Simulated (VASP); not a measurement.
A run of VASP 6.6.1 is set up as follows.

INCAR

```
SYSTEM = Pt
ALGO = Normal ; EDIFF = 1E-6
ENCUT = 520 ; GGA = PS
ISIF = 2 ; ISMEAR = 1
LASPH = .TRUE. ; LCHARG = .TRUE.
LELF = .TRUE. ; LREAL = .FALSE.
LVHAR = .TRUE. ; LWAVE = .FALSE.
NBANDS = 11 ; NELM = 80
PREC = Accurate ; SIGMA = 0.1
```

The input KPOINTS:

```
k-points
0
G
  13 13 13
  0 0 0
```

File POSCAR:

```
Pt
1.0
    0.0000000000      1.9477392008      1.9477392008
    1.9477392008      0.0000000000      1.9477392008
    1.9477392008      1.9477392008      0.0000000000
Pt
1
Direct
    0.0000000000      0.0000000000      0.0000000000
```

Potentials or basis: VASP PAW PBE potentials, release 64 (Pt).

Launch:

```bash
$ cat potpaw_PBE.64/Pt/POTCAR > POTCAR
$ mpirun -np 1 vasp_std > vasp.out
```

**Question.** What does it give for the band gap on the k mesh?

**Answer.** Zero (band 5 reaches 11.93 eV, above the bottom of band 6 at 9.68 eV).

**Question.** Predict the pressure.

**Answer.** 4.6 GPa.

Caveat: the PAW data sets were made with another functional, which shifts forces and pressure a little; spin-orbit coupling is left out, which moves the levels of the heavy elements.
